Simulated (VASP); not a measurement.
# Sr (P6_3/mmc) in VASP: notebook

Runs on Sr. Level: PBE. Tasks: single point.

Everything below comes from runs of VASP 6.6.1. Logs are shortened: lines on timing, memory, paths and dates and some standing lists are left out, and cuts for length are marked.

## Step 1: The cell of the first run

It takes space group P6_3/mmc (No. 194, hexagonal). The conventional cell has a = 4.176 Å, b = 4.176 Å, c = 13.691 Å, α = 90.00°, β = 90.00°, γ = 120.00°. Within 5.5 Å of Sr (site symmetry -3m) lie 12 Sr at 4.18 to 4.19 Å. Within 5.5 Å of Sr (site symmetry -6m2) lie 12 Sr at 4.18 to 4.19 Å.

This isn't the form of Sr at room conditions, which is fcc.

## Step 2: Single point, PBE (51.69 Å³/atom)

INCAR

```
  ALGO = Fast
  EDIFF = 1E-6
  ENCUT = 520
  GGA = PE
  ISIF = 2
  ISMEAR = 0
  LASPH = True
  LCHARG = False
  LREAL = False
  LWAVE = False
  NBANDS = 28
  NELM = 100
  PREC = Accurate
  SIGMA = 0.1
```

KPOINTS

```
k-points
0
Gamma
  12 12 4
```

POSCAR

```
Sr
1.0
    4.1757024750      0.0000000000      0.0000000000
   -2.0878512375      3.6162644220      0.0000000000
    0.0000000000      0.0000000000     13.6913322344
Sr
4
Direct
    0.0000000000      0.0000000000      0.0000000000
    0.3333333333      0.6666666667      0.2500000000
    0.0000000000      0.0000000000      0.5000000000
    0.6666666667      0.3333333333      0.7500000000
```

Potentials or basis: VASP PAW PBE potentials, release 64 (Sr_sv).

Started as:

```bash
cat potpaw_PBE.64/Sr_sv/POTCAR > POTCAR
mpirun -np 1 vasp_std > vasp.out
```

OUTCAR:

```text
EDIFF = 1E-6
   ENCUT = 520
   GGA = PE
   ISIF = 2
   ISMEAR = 0
   LASPH = True
   LREAL = False
   NELM = 100
   PREC = Accurate

 ion  position               nearest neighbor table
   1  0.000  0.000  0.000-   2 4.19   4 4.19   4 4.19   2 4.19   4 4.19   2 4.19
   2  0.333  0.667  0.250-   1 4.19   3 4.19   1 4.19   3 4.19   1 4.19   3 4.19
   3  0.000  0.000  0.500-   2 4.19   4 4.19   4 4.19   2 4.19   4 4.19   2 4.19
   4  0.667  0.333  0.750-   1 4.19   3 4.19   1 4.19   3 4.19   1 4.19   3 4.19

  LATTYP: Found a hexagonal cell.
 ALAT       =     4.1757024750
 C/A-ratio  =     3.2788093300

  Lattice vectors:

 A1 = (   4.1757024750,   0.0000000000,   0.0000000000)
 A2 = (  -2.0878512375,   3.6162644220,   0.0000000000)
 A3 = (   0.0000000000,   0.0000000000,  13.6913322344)

Analysis of symmetry for initial positions (statically):
=====================================================================
 Subroutine PRICEL returns:
 Original cell was already a primitive cell.

 Routine SETGRP: Setting up the symmetry group for a
 hexagonal supercell.

 Subroutine GETGRP returns: Found 24 space group operations
 (whereof 12 operations were pure point group operations)
 out of a pool of 24 trial point group operations.

The static configuration has the point symmetry D_3d.
 The point group associated with its full space group is D_6h.

Analysis of symmetry for dynamics (positions and initial velocities):
=====================================================================
 Subroutine PRICEL returns:
 Original cell was already a primitive cell.

 Routine SETGRP: Setting up the symmetry group for a
 hexagonal supercell.

 Subroutine GETGRP returns: Found 24 space group operations
 (whereof 12 operations were pure point group operations)
 out of a pool of 24 trial point group operations.

The dynamic configuration has the point symmetry D_3d.
 The point group associated with its full space group is D_6h.

 Subroutine INISYM returns: Found 24 space group operations
 (whereof 12 operations are pure point group operations),
 and found     1 'primitive' translations

----------------------------------------------------------------------------------------

                                     Primitive cell

  volume of cell :     206.7452

  direct lattice vectors                    reciprocal lattice vectors
     4.175702475  0.000000000  0.000000000     0.239480664  0.138264226  0.000000000
    -2.087851237  3.616264422  0.000000000     0.000000000  0.276528451  0.000000000
     0.000000000  0.000000000 13.691332234     0.000000000  0.000000000  0.073038911

  length of vectors
     4.175702475  4.175702475 13.691332234     0.276528451  0.276528451  0.073038911

  position of ions in fractional coordinates (direct lattice)
     0.000000000  0.000000000  0.000000000
     0.333333333  0.666666667  0.250000000
     0.000000000  0.000000000  0.500000000
     0.666666667  0.333333333  0.750000000

  ion indices of the primitive-cell ions
   primitive index   ion index
                 1           1
                 2           2
                 3           3
                 4           4

----------------------------------------------------------------------------------------

 KPOINTS: k-points

Automatic generation of k-mesh.
 Grid dimensions read from file:
 generate k-points for:   12   12    4

 Generating k-lattice:

  Cartesian coordinates                     Fractional coordinates (reciprocal lattice)
     0.019956722  0.011522019  0.000000000     0.083333333  0.000000000  0.000000000
     0.000000000  0.023044038  0.000000000     0.000000000  0.083333333  0.000000000
     0.000000000  0.000000000  0.018259728     0.000000000  0.000000000  0.250000000

  Length of vectors
     0.023044038  0.023044038  0.018259728

  Shift w.r.t. Gamma in fractional coordinates (k-lattice)
     0.000000000  0.000000000  0.000000000

 Subroutine IBZKPT returns following result:
 ===========================================

 Found     57 irreducible k-points:

 Following reciprocal coordinates:
            Coordinates               Weight
  0.000000  0.000000  0.000000      1.000000
  0.083333  0.000000  0.000000      6.000000
  0.166667  0.000000  0.000000      6.000000
  0.250000  0.000000  0.000000      6.000000
  0.333333  0.000000  0.000000      6.000000
  0.416667  0.000000  0.000000      6.000000
[... 16 lines left out ...]
  0.250000  0.000000  0.250000     12.000000
  0.333333  0.000000  0.250000     12.000000
 [... further k-points ...]
   k-points           NKPTS =     57   k-points in BZ     NKDIM =     57   number of bands    NBANDS=     28
   number of dos      NEDOS =    301   number of ions     NIONS =      4
   total plane-waves  NPLWV = 110592
   dimension x,y,z NGX =    32 NGY =   32 NGZ =  108
   dimension x,y,z NGXF=    64 NGYF=   64 NGZF=  216
   ions per type =               4
   NGX,Y,Z   is equivalent  to a cutoff of  12.74, 12.74, 13.11 a.u.
   NGXF,Y,Z  is equivalent  to a cutoff of  25.48, 25.48, 26.23 a.u.
 SYSTEM =  unknown system
   PREC   = accura    normal or accurate (medium, high low for compatibility)
   ISTART =      0    job   : 0-new  1-cont  2-samecut
   ICHARG =      2    charge: 1-file 2-atom 10-const
   ISPIN  =      1    spin polarized calculation?
   LNONCOLLINEAR =      F non collinear calculations
   LSORBIT =      F    spin-orbit coupling
   LASPH  =      T    aspherical Exc in radial PAW
   ENCUT  =  520.0 eV  38.22 Ry    6.18 a.u.   7.76  7.76 25.46*2*pi/ulx,y,z
   NELM   =    100;   NELMIN=  2; NELMDL= -5     # of ELM steps
   EDIFF  = 0.1E-05   stopping-criterion for ELM
   LREAL  =      F    real-space projection
   EDIFFG = 0.1E-04   stopping-criterion for IOM
   NSW    =      0    number of steps for IOM
   IBRION =     -1    ionic relax: 0-MD 1-quasi-New 2-CG
   NFREE  =      0    steps in history (QN), initial steepest desc. (CG)
   ISIF   =      2    stress and relaxation
   ISYM   =      2    0-nonsym 1-usesym 2-fastsym
   POTIM  = 0.5000    time-step for ionic-motion
   TEBEG  =    0.0;   TEEND  =   0.0 temperature during run
   PSTRESS=    0.0 pullay stress
   NELECT =      40.0000    total number of electrons
   NUPDOWN=      -1.0000    fix difference up-down
   EMIN   =  10.00;   EMAX   =-10.00  energy-range for DOS
   EFERMI =   0.00;   METHOD = LEGACY
   ISMEAR =     0;   SIGMA  =   0.10  broadening in eV -4-tet -1-fermi 0-gaus
   EFERMI_NEDOS =   21; number of points for ismear=-14 and -15
   IALGO  =     68    algorithm
   IMIX   =      4    mixing-type and parameters
     AMIX     =   0.40;   BMIX     =  1.00
     AMIX_MAG =   1.60;   BMIX_MAG =  1.00
  volume/ion in A,a.u.               =      51.69       348.80
  Fermi-wavevector in a.u.,A,eV,Ry     =   0.946854  1.789295 12.198065  0.896532
  Thomas-Fermi vector in A             =   2.074892
   LORBIT       =      0    0 simple, 1 ext, 2 COOP (PROOUT), +10 PAW based schemes
   GGA     = PE    functional components
   LHFCALC =     F    Hartree Fock is set to
   AEXX    =    0.0000 exact exchange contribution
   IVDW    =     0    specifies the selected vdW correction
   LEPSILON=     F    determine dielectric tensor
   LRPA    =     F    only Hartree local field effects (RPA)
 non-spin polarized calculation
 RMM-DIIS sequential band-by-band and
 Gauss-broadening in eV      SIGMA  =   0.10
  energy-cutoff  :      520.00
  volume of cell :      206.75
 maximum number of plane-waves:      5595
 NGX is ok and might be reduce to    32
   NGX = 15   NGY = 15   NGZ = 51

 number of electron      40.0000000 magnetization

 Free energy of the ion-electron system (eV)
  ---------------------------------------------------
  ext. energy  EPLUGINS =         0.00000000
  ---------------------------------------------------
  free energy    TOTEN  =        -6.52215919 eV

  energy without entropy =       -6.49850978  energy(sigma->0) =       -6.51033448

 E-fermi :   1.8240     XC(G=0):  -7.5401

 val. band max:        1.8231985616   @ k =   0.2500   0.0000   0.0000
 cond. band min:       1.8275230469   @ k =   0.1667   0.1667   0.0000
 fundamental gap:      0.0043244853
 Fermi energy:         1.8240202596

 k-point     1 :       0.0000    0.0000    0.0000
  band No.  band energies     occupation
      1     -34.6935      2.00000
      2     -34.6852      2.00000
      3     -34.6833      2.00000
      4     -34.6750      2.00000
      5     -16.8096      2.00000
      6     -16.6931      2.00000
[... 20 lines left out ...]
     27       4.1733      0.00000
     28       4.3767      0.00000

 k-point     2 :       0.0833    0.0000    0.0000
  band No.  band energies     occupation
      1     -34.6923      2.00000
      2     -34.6844      2.00000
      3     -34.6825      2.00000
      4     -34.6744      2.00000
      5     -16.8042      2.00000
      6     -16.6945      2.00000
[... 20 lines left out ...]
     27       4.1782      0.00000
     28       4.2584      0.00000

 k-point     3 :       0.1667    0.0000    0.0000
  band No.  band energies     occupation
      1     -34.6892      2.00000
      2     -34.6820      2.00000
      3     -34.6801      2.00000
      4     -34.6729      2.00000
      5     -16.7888      2.00000
      6     -16.7025      2.00000
[... 20 lines left out ...]
     27       4.2191      0.00000
     28       4.4018      0.00000

 k-point     4 :       0.2500    0.0000    0.0000
  band No.  band energies     occupation
      1     -34.6848      2.00000
      2     -34.6789      2.00000
      3     -34.6770      2.00000
      4     -34.6710      2.00000
      5     -16.7671      2.00000
      6     -16.7274      2.00000
[... 20 lines left out ...]
     27       4.0466      0.00000
     28       4.1327      0.00000

 k-point     5 :       0.3333    0.0000    0.0000
  band No.  band energies     occupation
      1     -34.6801      2.00000
      2     -34.6757      2.00000
      3     -34.6738      2.00000
      4     -34.6694      2.00000
      5     -16.7686      2.00000
      6     -16.7671      2.00000
[... 20 lines left out ...]
     27       3.6674      0.00000
     28       3.9394      0.00000

 k-point     6 :       0.4167    0.0000    0.0000
  band No.  band energies     occupation
      1     -34.6763      2.00000
      2     -34.6734      2.00000
      3     -34.6715      2.00000
      4     -34.6686      2.00000
      5     -16.7990      2.00000
      6     -16.7952      2.00000
[... 463 lines left out ...]
      5     -16.7958      2.00000
      6     -16.7356      2.00000
[... 20 lines left out ...]
     27       4.2321      0.00000
     28       4.3229      0.00000

 k-point    22 :       0.1667    0.0000    0.2500
  band No.  band energies     occupation
      1     -34.6886      2.00000
      2     -34.6843      2.00000
      3     -34.6778      2.00000
      4     -34.6735      2.00000
      5     -16.7821      2.00000
      6     -16.7345      2.00000
[... 20 lines left out ...]
     27       4.1658      0.00000
     28       4.3412      0.00000

 k-point    23 :       0.2500    0.0000    0.2500
  band No.  band energies     occupation
      1     -34.6843      2.00000
      2     -34.6807      2.00000
      3     -34.6751      2.00000
      4     -34.6715      2.00000
      5     -16.7643      2.00000
      6     -16.7422      2.00000
[... 20 lines left out ...]
     27       3.9649      0.00000
     28       4.0894      0.00000

 k-point    24 :       0.3333    0.0000    0.2500
  band No.  band energies     occupation
      1     -34.6797      2.00000
      2     -34.6770      2.00000
      3     -34.6725      2.00000
      4     -34.6698      2.00000
      5     -16.7715      2.00000
      6     -16.7566      2.00000
[... 20 lines left out ...]
     27       3.6548      0.00000
     28       3.8910      0.00000

 [... further k-points ...]

------------------------ aborting loop because EDIFF is reached ----------------------------------------

  FORCE on cell =-STRESS in cart. coord.  units (eV):
  Direction    XX          YY          ZZ          XY          YZ          ZX
  --------------------------------------------------------------------------------------
  -------------------------------------------------------------------------------------
  Total        1.0563748      1.0563748      1.0240153      0.0000000      0.0000000      0.0000000
  in kB        8.1864038      8.1864038      7.9356331      0.0000000      0.0000000      0.0000000
  external PRESSURE =       8.1028136 kB  Pullay stress =       0.0000000 kB

 VOLUME and BASIS-vectors are now :
 -----------------------------------------------------------------------------
  energy-cutoff  :      520.00
  volume of cell :      206.75
      direct lattice vectors                 reciprocal lattice vectors
     4.175702475  0.000000000  0.000000000     0.239480664  0.138264226  0.000000000
    -2.087851237  3.616264422  0.000000000     0.000000000  0.276528451  0.000000000
     0.000000000  0.000000000 13.691332234     0.000000000  0.000000000  0.073038911

 POSITION                                       TOTAL-FORCE (eV/Angst)
 -----------------------------------------------------------------------------------
      0.00000      0.00000      0.00000        -0.000000      0.000000      0.000000
     -0.00000      2.41084      3.42283         0.000000     -0.000000     -0.000000
      0.00000      0.00000      6.84567        -0.000000      0.000000      0.000000
      2.08785      1.20542     10.26850        -0.000000      0.000000     -0.000000
 -----------------------------------------------------------------------------------
    total drift:                               -0.000000      0.000000      0.000000

  FREE ENERGIE OF THE ION-ELECTRON SYSTEM (eV)
  ---------------------------------------------------
  free  energy   TOTEN  =        -6.5221591902 eV

  energy  without entropy=       -6.4985097783  energy(sigma->0) =       -6.51033448
```

Wall time 7 min (1 thread of Intel Xeon Platinum 8488C (Sapphire Rapids), shared host); peak memory 0.46 GiB.

What came out:

| Quantity | Value |
| --- | --- |
| Free energy | -6.5222 eV |
| Pressure | 0.8 GPa |
| Band gap on the k mesh | zero (bands 20 and 21 overlap by 0.18 eV) |

## Step 3: Single point, PBE

This run uses another cell than the first one, of 54.99 Å³/atom.

INCAR

```
SYSTEM = Sr
ALGO = Fast
EDIFF = 1E-7
ENCUT = 520
GGA = PE
ISIF = 2
ISMEAR = 0
LASPH = .TRUE.
LCHARG = .FALSE.
LREAL = .FALSE.
LWAVE = .FALSE.
NBANDS = 28
NELM = 100
PREC = Accurate
SIGMA = 0.1
```

KPOINTS

```
k-points
0
G
  12 12 4
  0 0 0
```

POSCAR

```
Sr
1.0
    4.2627212022      0.0000000000      0.0000000000
   -2.1313606011      3.6916248503      0.0000000000
    0.0000000000      0.0000000000     13.9766500489
Sr
4
Direct
    0.0000000000      0.0000000000      0.0000000000
    0.3333333333      0.6666666667      0.2500000000
    0.0000000000      0.0000000000      0.5000000000
    0.6666666667      0.3333333333      0.7500000000
```

Potentials or basis: VASP PAW PBE potentials, release 64 (Sr_sv).

Started as:

```bash
cat potpaw_PBE.64/Sr_sv/POTCAR > POTCAR
mpirun -np 1 vasp_std > vasp.out
```

It took 7.7 min on 1 thread of Intel Xeon Platinum 8488C (Sapphire Rapids), shared host; peak memory 0.48 GiB.

The run converged. Its results:

```
Free energy            : -6.5554 eV
Pressure               : 0.0 GPa
Band gap on the k mesh : zero (bands 20 and 21 overlap by 0.20 eV)
```

Levels at points of the mesh, in eV from the Fermi level:
```csv
k point,band 17,band 18,band 19,band 20,band 21,band 22,band 23,band 24
"(0.00, 0.00, 0.00)",-3.67,-2.73,-2.73,-1.15,0.03,1.23,1.25,2.20
"(0.50, 0.00, 0.00)",-1.13,-0.83,-0.77,-0.60,0.06,0.22,0.28,0.30
"(0.00, 0.00, 0.50)",-3.42,-3.42,-1.79,-1.79,0.51,0.51,1.95,1.95
"(0.50, 0.00, 0.50)",-1.02,-1.02,-0.65,-0.65,0.10,0.10,0.34,0.34
```
